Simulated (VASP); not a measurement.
Wanted: the native input for a VASP 6.6.1 run.

```
Task                   : single point
Functional             : PBE
Dispersion             : D3(BJ)
Potentials or basis    : VASP PAW PBE potentials, release 64 (Mo_sv, S)
Cutoff                 : 520 eV
k mesh                 : 12 × 12 × 12
Occupations            : gaussian, width 0.05 eV
Spin                   : no spin polarisation
Dipole correction      : no
Further INCAR settings : ALGO = Normal; EDIFF = 1e-06; NBANDS = 20
```

The structure of MoS2 lies in POSCAR:

```
MoS2
1.0
    1.7341218170      1.0011956978      5.9965349799
   -1.7341218170      1.0011956978      5.9965349799
    0.0000000000     -2.0023913957      5.9965349799
Mo S
1 2
Direct
    0.0000172715      0.0000172715      0.0000172715
    0.7535591261      0.7535591261      0.7535591261
    0.5797236023      0.5797236023      0.5797236023
```

This cell differs from its parent crystal: strain +0.1000 x Voigt [1, 1, 0, 0, 0, 0].

These files were run (other wordings do the same):

INCAR

```
ALGO = Normal
EDIFF = 1E-6
ENCUT = 520
GGA = PE
ISIF = 2
ISMEAR = 0
IVDW = 12
LASPH = True
LCHARG = False
LREAL = False
LWAVE = False
NBANDS = 20
NELM = 60
PREC = Accurate
SIGMA = 0.05
```

KPOINTS

```
k-points
0
Gamma
  12 12 12
```

Potentials or basis: VASP PAW PBE potentials, release 64 (Mo_sv, S).

Launch:

```sh
$ cat potpaw_PBE.64/Mo_sv/POTCAR potpaw_PBE.64/S/POTCAR > POTCAR
$ mpirun -np 1 vasp_std > vasp.out
```

Results of the run:

The pressure is -18.7 GPa and the largest force is 1.350 eV/Å. The band gap on the k mesh is 0.11 eV, indirect (least direct gap 1.05 eV) and the dispersion energy per atom is -0.362 eV.

Caveat: the cell differs from its parent crystal (strain +0.1000 x Voigt [1, 1, 0, 0, 0, 0]); forces of over 1 eV/Å act on the atoms, so gaps and moduli don't describe the material at rest.

Run time: 7 min on 1 thread of Intel(R) Xeon(R) Platinum 8175M CPU @ 2.50GHz (Skylake/Cascade Lake), with other jobs on the host, peak memory 0.48 GiB.
